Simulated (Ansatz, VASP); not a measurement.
**TiO2 in VASP and in Ansatz**

The input INCAR:

```
SYSTEM = TiO2
  PREC = Accurate
  ENCUT = 600
  EDIFF = 1E-7
  ISMEAR = -1
  SIGMA = 0.02
  LREAL = .False.
  LASPH = .True.
  NELM = 80
  ALGO = Normal
  ISIF = 3
  LWAVE = .False.
  LCHARG = .False.
  GGA = PE
  IBRION = 2
  NSW = 80
  EDIFFG = -0.01
```

File KPOINTS:

```
Automatic mesh
0
Gamma
  6 6 10
  0 0 0
```

File POSCAR:

```
TiO2
1.0
    4.5922000000      0.0000000000      0.0000000000
    0.0000000000      4.5922000000      0.0000000000
    0.0000000000      0.0000000000      2.9574000000
Ti O
2 4
Direct
    0.0000000000      0.0000000000      0.0000000000
    0.5000000000      0.5000000000      0.5000000000
    0.3049600000      0.3049600000      0.0000000000
    0.1950400000      0.8049600000      0.5000000000
    0.6950400000      0.6950400000      0.0000000000
    0.8049600000      0.1950400000      0.5000000000
```

Input for Ansatz:

```yaml
crystal:
  lattice:
    - [4.5922, 0.0, 0.0]
    - [0.0, 4.5922, 0.0]
    - [0.0, 0.0, 2.9574]
  atoms:
    - { symbol: Ti, position: [0.0, 0.0, 0.0] }
    - { symbol: Ti, position: [0.5, 0.5, 0.5] }
    - { symbol: O, position: [0.30496, 0.30496, 0.0] }
    - { symbol: O, position: [0.19504, 0.80496, 0.5] }
    - { symbol: O, position: [0.69504, 0.69504, 0.0] }
    - { symbol: O, position: [0.80496, 0.19504, 0.5] }
  symmetry: { tolerance: 0.0003 }
hamiltonian:
  xc: pbe
  pseudopotentials: { kind: paw, azcp: { folder: soft_1 } }
basis:
  ecutwfc: 420
magnetization:
  spin_polarized: false
scf:
  occupations: { method: fermi_dirac, width: 0.02 }
kpoints:
  mp_grid: { grid: [6, 6, 10], shift: [0, 0, 0] }
output:
  forces: true
  stress: true
  eigenvalues: true
relax:
  max_steps: 60
  cell: {}
```

Alike in both runs: task relaxation of cell and atoms; functional PBE; k mesh 6 × 6 × 10; occupations fermi-dirac, width 0.02 eV; no spin polarisation.

|  | VASP | Ansatz |
| --- | --- | --- |
| version | VASP 6.6.1 | Ansatz 0.2.0 |
| potentials or method | VASP PAW PBE potentials, release 64 (Ti_sv, O), cutoff 600 eV | PAW plane waves |
| valence electrons in the cell | 48 | 48 |

|  | VASP | Ansatz | Ansatz less VASP |
| --- | --- | --- | --- |
| gap on the k mesh at the Fermi level, each at its own relaxed structure (eV) | 1.82 | 1.86 | +0.039 |
| relaxed volume (Å³/atom) | 10.66 | 10.65 | -0.013 |
| relaxed cell length with the largest relative difference (Å) | 2.966 | 2.964 | -0.0026 |
